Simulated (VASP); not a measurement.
## Br: single point with LDA

The system is Br.

```xyz
1
Lattice="2.9856 0.0000 0.0000 0.0000 2.9856 0.0000 0.0000 0.0000 2.9856" Properties=species:S:1:pos:R:3 pbc="T T T"
Br    0.0000    0.0000    0.0000
```

```
Program             : VASP 6.6.1
Task                : single point
Functional          : LDA
Potentials or basis : VASP PAW LDA potentials, release 64 (Br)
Cutoff              : 520 eV
k mesh              : 12 × 12 × 12
Occupations         : fermi-dirac, width 0.1 eV
Spin                : no spin polarisation
```

| Item | Value |
| --- | --- |
| Pressure | 0.1 GPa |

Levels at points of the mesh, in eV from the Fermi level:
```tsv
k point	band 1	band 2	band 3	band 4	band 5	band 6	band 7	band 8
(0.00, 0.00, 0.00)	-16.40	-0.18	-0.18	-0.18	6.24	8.49	8.49	20.43
(0.50, 0.00, 0.00)	-15.24	-5.87	0.61	0.61	9.80	10.25	11.51	13.49
(0.50, 0.50, 0.00)	-14.15	-4.58	-4.58	1.32	4.44	12.11	15.25	15.25
(0.50, 0.50, 0.50)	-13.10	-3.48	-3.48	-3.48	6.95	6.95	6.95	10.93
```

It took 7.5 s on 1 thread of Intel(R) Xeon(R) Platinum 8488C (Sapphire Rapids), with other jobs on the host, peak memory 0.13 GiB.

Caveat: an odd number of electrons without spin polarisation forces a metal; a magnetic or distorted state may lie lower.
